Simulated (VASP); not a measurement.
# Bi6Te (P6/mmm) in VASP: single point with PBE

Aim: the single point of Bi6Te with PBE.

Program: VASP 6.6.1. These are calculated values, not measurements. Logs are shortened: lines on timing, memory, paths and dates and some standing lists are left out, and cuts for length are marked.

## 1. The cell of the first run

The structure is hexagonal, space group P6/mmm (No. 191). Conventional cell: a = 9.226 Å, b = 9.226 Å, c = 3.254 Å, α = 90.00°, β = 90.00°, γ = 120.00°. Bi (site symmetry mm2) has 6 Bi at 3.25 to 3.42 Å and 1 Te at 3.42 Å within 4.3 Å. Te (site symmetry 6/mmm) has 2 Te at 3.25 Å and 6 Bi at 3.42 Å within 4.3 Å.

The cell was generated, and may not be a known phase.

## 2. Single point, PBE

The input, INCAR:

```
SYSTEM = Bi6Te
PREC = Accurate
ENCUT = 520
EDIFF = 1E-6
ISMEAR = 0
SIGMA = 0.1
LREAL = .False.
LASPH = .True.
NELM = 80
ALGO = Fast
ISIF = 2
LWAVE = .False.
LCHARG = .True.
GGA = PE
LELF = .True.
LVHAR = .True.
NBANDS = 57
```

The input, KPOINTS:

```
Automatic mesh
0
Gamma
  6 6 10
  0 0 0
```

The input, POSCAR:

```
Bi6Te
1.0
    9.2261639944      0.0000000000      0.0000000000
   -4.6130819972      7.9900923986      0.0000000000
    0.0000000000      0.0000000000      3.2540928292
Bi Te
6 1
Direct
    0.2138767471      0.7861232529      0.0000000000
    0.2138767471      0.4277534942      0.0000000000
    0.5722465058      0.7861232529      0.0000000000
    0.7861232529      0.2138767471      0.0000000000
    0.7861232529      0.5722465058      0.0000000000
    0.4277534942      0.2138767471      0.0000000000
    0.0000000000      0.0000000000      0.0000000000
```

Potentials or basis: VASP PAW PBE potentials, release 64 (Bi_d, Te).

Launch:

```bash
> cat potpaw_PBE.64/Bi_d/POTCAR potpaw_PBE.64/Te/POTCAR > POTCAR
> mpirun -np 1 vasp_std > vasp.out
```

OUTCAR:

```text
SYSTEM = Bi6Te
   PREC = Accurate
   ENCUT = 520
   EDIFF = 1E-6
   ISMEAR = 0
   LREAL = .False.
   LASPH = .True.
   NELM = 80
   ISIF = 2
   GGA = PE

 ion  position               nearest neighbor table
   1  0.214  0.786  0.000-   2 3.31   3 3.31   6 3.42   5 3.42   7 3.42
   2  0.214  0.428  0.000-   1 3.31   3 3.31   7 3.42   6 3.42   4 3.42
   3  0.572  0.786  0.000-   2 3.31   1 3.31   4 3.42   5 3.42   7 3.42
   4  0.786  0.214  0.000-   5 3.31   6 3.31   3 3.42   2 3.42   7 3.42
   5  0.786  0.572  0.000-   4 3.31   6 3.31   7 3.42   3 3.42   1 3.42
   6  0.428  0.214  0.000-   5 3.31   4 3.31   1 3.42   2 3.42   7 3.42
   7  0.000  0.000  0.000-   2 3.42   5 3.42   3 3.42   6 3.42   1 3.42   4 3.42

  LATTYP: Found a hexagonal cell.
 ALAT       =     9.2261639944
 C/A-ratio  =     0.3527026867

  Lattice vectors:

 A1 = (   9.2261639944,   0.0000000000,   0.0000000000)
 A2 = (  -4.6130819972,   7.9900923986,   0.0000000000)
 A3 = (   0.0000000000,   0.0000000000,   3.2540928292)

Analysis of symmetry for initial positions (statically):
=====================================================================
 Subroutine PRICEL returns:
 Original cell was already a primitive cell.

 Routine SETGRP: Setting up the symmetry group for a
 hexagonal supercell.

 Subroutine GETGRP returns: Found 24 space group operations
 (whereof 24 operations were pure point group operations)
 out of a pool of 24 trial point group operations.

The static configuration has the point symmetry D_6h.

Analysis of symmetry for dynamics (positions and initial velocities):
=====================================================================
 Subroutine PRICEL returns:
 Original cell was already a primitive cell.

 Routine SETGRP: Setting up the symmetry group for a
 hexagonal supercell.

 Subroutine GETGRP returns: Found 24 space group operations
 (whereof 24 operations were pure point group operations)
 out of a pool of 24 trial point group operations.

The dynamic configuration has the point symmetry D_6h.

 Subroutine INISYM returns: Found 24 space group operations
 (whereof 24 operations are pure point group operations),
 and found     1 'primitive' translations

----------------------------------------------------------------------------------------

                                     Primitive cell

  volume of cell :     239.8849

  direct lattice vectors                    reciprocal lattice vectors
     9.226163994  0.000000000  0.000000000     0.108387408  0.062577499  0.000000000
    -4.613081997  7.990092399  0.000000000     0.000000000  0.125154998  0.000000000
     0.000000000  0.000000000  3.254092829     0.000000000  0.000000000  0.307305308

  length of vectors
     9.226163994  9.226163994  3.254092829     0.125154998  0.125154998  0.307305308

  position of ions in fractional coordinates (direct lattice)
     0.213876747  0.786123253  0.000000000
     0.213876747  0.427753494  0.000000000
     0.572246506  0.786123253  0.000000000
     0.786123253  0.213876747  0.000000000
     0.786123253  0.572246506  0.000000000
     0.427753494  0.213876747  0.000000000
     0.000000000  0.000000000  0.000000000

  ion indices of the primitive-cell ions
   primitive index   ion index
                 1           1
                 2           2
                 3           3
                 4           4
                 5           5
                 6           6
                 7           7

----------------------------------------------------------------------------------------

 KPOINTS: Automatic mesh

Automatic generation of k-mesh.
 Grid dimensions read from file:
 generate k-points for:    6    6   10

 Generating k-lattice:

  Cartesian coordinates                     Fractional coordinates (reciprocal lattice)
     0.018064568  0.010429583  0.000000000     0.166666667  0.000000000  0.000000000
     0.000000000  0.020859166  0.000000000     0.000000000  0.166666667  0.000000000
     0.000000000  0.000000000  0.030730531     0.000000000  0.000000000  0.100000000

  Length of vectors
     0.020859166  0.020859166  0.030730531

  Shift w.r.t. Gamma in fractional coordinates (k-lattice)
     0.000000000  0.000000000  0.000000000

 Subroutine IBZKPT returns following result:
 ===========================================

 Found     42 irreducible k-points:

 Following reciprocal coordinates:
            Coordinates               Weight
  0.000000  0.000000  0.000000      1.000000
  0.166667 -0.000000  0.000000      6.000000
  0.333333 -0.000000  0.000000      6.000000
  0.500000 -0.000000  0.000000      3.000000
  0.166667  0.166667  0.000000      6.000000
  0.333333  0.166667  0.000000     12.000000
[... 16 lines left out ...]
  0.166667 -0.000000  0.300000     12.000000
  0.333333 -0.000000  0.300000     12.000000
 [... further k-points ...]
   k-points           NKPTS =     42   k-points in BZ     NKDIM =     42   number of bands    NBANDS=     57
   number of dos      NEDOS =    301   number of ions     NIONS =      7
   total plane-waves  NPLWV = 117600
   dimension x,y,z NGX =    70 NGY =   70 NGZ =   24
   dimension x,y,z NGXF=   140 NGYF=  140 NGZF=   48
   ions per type =               6   1
   NGX,Y,Z   is equivalent  to a cutoff of  12.61, 12.61, 12.26 a.u.
   NGXF,Y,Z  is equivalent  to a cutoff of  25.23, 25.23, 24.52 a.u.
 SYSTEM =  Bi6Te
   PREC   = accura    normal or accurate (medium, high low for compatibility)
   ISTART =      0    job   : 0-new  1-cont  2-samecut
   ICHARG =      2    charge: 1-file 2-atom 10-const
   ISPIN  =      1    spin polarized calculation?
   LNONCOLLINEAR =      F non collinear calculations
   LSORBIT =      F    spin-orbit coupling
   LASPH  =      T    aspherical Exc in radial PAW
   ENCUT  =  520.0 eV  38.22 Ry    6.18 a.u.  17.15 17.15  6.05*2*pi/ulx,y,z
   NELM   =     80;   NELMIN=  2; NELMDL= -5     # of ELM steps
   EDIFF  = 0.1E-05   stopping-criterion for ELM
   LREAL  =      F    real-space projection
   EDIFFG = 0.1E-04   stopping-criterion for IOM
   NSW    =      0    number of steps for IOM
   IBRION =     -1    ionic relax: 0-MD 1-quasi-New 2-CG
   NFREE  =      0    steps in history (QN), initial steepest desc. (CG)
   ISIF   =      2    stress and relaxation
   ISYM   =      2    0-nonsym 1-usesym 2-fastsym
   POTIM  = 0.5000    time-step for ionic-motion
   TEBEG  =    0.0;   TEEND  =   0.0 temperature during run
   PSTRESS=    0.0 pullay stress
   NELECT =      96.0000    total number of electrons
   NUPDOWN=      -1.0000    fix difference up-down
   EMIN   =  10.00;   EMAX   =-10.00  energy-range for DOS
   EFERMI =   0.00;   METHOD = LEGACY
   ISMEAR =     0;   SIGMA  =   0.10  broadening in eV -4-tet -1-fermi 0-gaus
   EFERMI_NEDOS =   21; number of points for ismear=-14 and -15
   IALGO  =     68    algorithm
   IMIX   =      4    mixing-type and parameters
     AMIX     =   0.40;   BMIX     =  1.00
     AMIX_MAG =   1.60;   BMIX_MAG =  1.00
  volume/ion in A,a.u.               =      34.27       231.26
  Fermi-wavevector in a.u.,A,eV,Ry     =   1.206417  2.279798 19.802505  1.455443
  Thomas-Fermi vector in A             =   2.342085
   LORBIT       =      0    0 simple, 1 ext, 2 COOP (PROOUT), +10 PAW based schemes
   GGA     = PE    functional components
   LHFCALC =     F    Hartree Fock is set to
   AEXX    =    0.0000 exact exchange contribution
   IVDW    =     0    specifies the selected vdW correction
   LEPSILON=     F    determine dielectric tensor
   LRPA    =     F    only Hartree local field effects (RPA)
 non-spin polarized calculation
 RMM-DIIS sequential band-by-band and
 Gauss-broadening in eV      SIGMA  =   0.10
  energy-cutoff  :      520.00
  volume of cell :      239.88
 maximum number of plane-waves:      6504
 NGX is ok and might be reduce to    70
   NGX = 35   NGY = 35   NGZ = 13

 number of electron      95.9999998 magnetization

 Free energy of the ion-electron system (eV)
  ---------------------------------------------------
  ext. energy  EPLUGINS =         0.00000000
  ---------------------------------------------------
  free energy    TOTEN  =       -26.03876587 eV

  energy without entropy =      -26.01293201  energy(sigma->0) =      -26.02584894

 E-fermi :   6.4763     XC(G=0):  -9.6379

 val. band max:        6.4741937731   @ k =   0.3333   0.1667   0.5000
 cond. band min:       6.4850225390   @ k =   0.1667   0.1667   0.3000
 fundamental gap:      0.0108287659
 Fermi energy:         6.4763284287

 k-point     1 :       0.0000    0.0000    0.0000
  band No.  band energies     occupation
      1     -16.4585      2.00000
      2     -16.4296      2.00000
      3     -16.4198      2.00000
      4     -16.4198      2.00000
      5     -16.3773      2.00000
      6     -16.3773      2.00000
[... 49 lines left out ...]
     56      11.4367      0.00000
     57      11.4702      0.00000

 k-point     2 :       0.1667   -0.0000    0.0000
  band No.  band energies     occupation
      1     -16.4572      2.00000
      2     -16.4321      2.00000
      3     -16.4207      2.00000
      4     -16.4185      2.00000
      5     -16.3809      2.00000
      6     -16.3768      2.00000
[... 49 lines left out ...]
     56      11.4098      0.00000
     57      11.4572      0.00000

 k-point     3 :       0.3333   -0.0000    0.0000
  band No.  band energies     occupation
      1     -16.4537      2.00000
      2     -16.4379      2.00000
      3     -16.4224      2.00000
      4     -16.4151      2.00000
      5     -16.3888      2.00000
      6     -16.3760      2.00000
[... 1194 lines left out ...]
      1     -16.3536      2.00000
      2     -16.3479      2.00000
      3     -16.3441      2.00000
      4     -16.3176      2.00000
      5     -16.3118      2.00000
      6     -16.3105      2.00000
[... 49 lines left out ...]
     56      10.5152      0.00000
     57      10.9867      0.00000

 k-point    24 :       0.3333   -0.0000    0.3000
  band No.  band energies     occupation
      1     -16.3586      2.00000
      2     -16.3507      2.00000
      3     -16.3468      2.00000
      4     -16.3235      2.00000
      5     -16.3093      2.00000
      6     -16.3046      2.00000
[... 49 lines left out ...]
     56       9.5542      0.00000
     57      10.4812      0.00000

 [... further k-points ...]

------------------------ aborting loop because EDIFF is reached ----------------------------------------

  FORCE on cell =-STRESS in cart. coord.  units (eV):
  Direction    XX          YY          ZZ          XY          YZ          ZX
  --------------------------------------------------------------------------------------
  -------------------------------------------------------------------------------------
  Total       -0.1166288     -0.1166288     -0.0700206      0.0000000      0.0000000      0.0000000
  in kB       -0.7789570     -0.7789570     -0.4676636      0.0000000      0.0000000      0.0000000
  external PRESSURE =      -0.6751925 kB  Pullay stress =       0.0000000 kB

 VOLUME and BASIS-vectors are now :
 -----------------------------------------------------------------------------
  energy-cutoff  :      520.00
  volume of cell :      239.88
      direct lattice vectors                 reciprocal lattice vectors
     9.226163994  0.000000000  0.000000000     0.108387408  0.062577499  0.000000000
    -4.613081997  7.990092399  0.000000000     0.000000000  0.125154998  0.000000000
     0.000000000  0.000000000  3.254092829     0.000000000  0.000000000  0.307305308

 POSITION                                       TOTAL-FORCE (eV/Angst)
 -----------------------------------------------------------------------------------
     -1.65319      6.28120      0.00000        -0.001548      0.000894     -0.000000
      0.00000      3.41779      0.00000        -0.000000     -0.001788      0.000000
      1.65319      6.28120      0.00000         0.001548      0.000894     -0.000000
      6.26627      1.70889      0.00000         0.001548     -0.000894      0.000000
      4.61308      4.57230      0.00000         0.000000      0.001788     -0.000000
      2.95989      1.70889      0.00000        -0.001548     -0.000894     -0.000000
      0.00000      0.00000      0.00000         0.000000      0.000000     -0.000000
 -----------------------------------------------------------------------------------
    total drift:                                0.000000     -0.000000     -0.000000

  FREE ENERGIE OF THE ION-ELECTRON SYSTEM (eV)
  ---------------------------------------------------
  free  energy   TOTEN  =       -26.0387658730 eV

  energy  without entropy=      -26.0129320138  energy(sigma->0) =      -26.02584894
```

Run time: 19 min. Hardware: 1 thread of Intel Xeon Platinum 8259CL at 2.50GHz (Skylake/Cascade Lake), shared host; peak memory 0.6 GiB.

Results:

- Free energy: -26.0388 eV
- Pressure: -0.1 GPa
- Band gap on the k mesh: zero (bands 48 and 49 overlap by 2.95 eV)

Levels at points of the mesh, in eV from the Fermi level:
| k point | band 45 | band 46 | band 47 | band 48 | band 49 | band 50 |
| --- | --- | --- | --- | --- | --- | --- |
| (0.00, 0.00, 0.00) | -0.75 | -0.75 | 0.17 | 0.17 | 2.06 | 3.66 |
| (0.50, 0.00, 0.00) | -0.22 | 0.53 | 1.03 | 1.38 | 2.12 | 2.32 |
| (0.00, 0.00, 0.50) | -2.18 | -2.18 | -2.01 | -0.88 | -0.88 | -0.14 |
| (0.50, 0.00, 0.50) | -2.43 | -2.12 | -1.96 | -1.43 | -0.70 | -0.21 |

Caveat: spin-orbit coupling is left out, which moves the levels of the heavy elements.
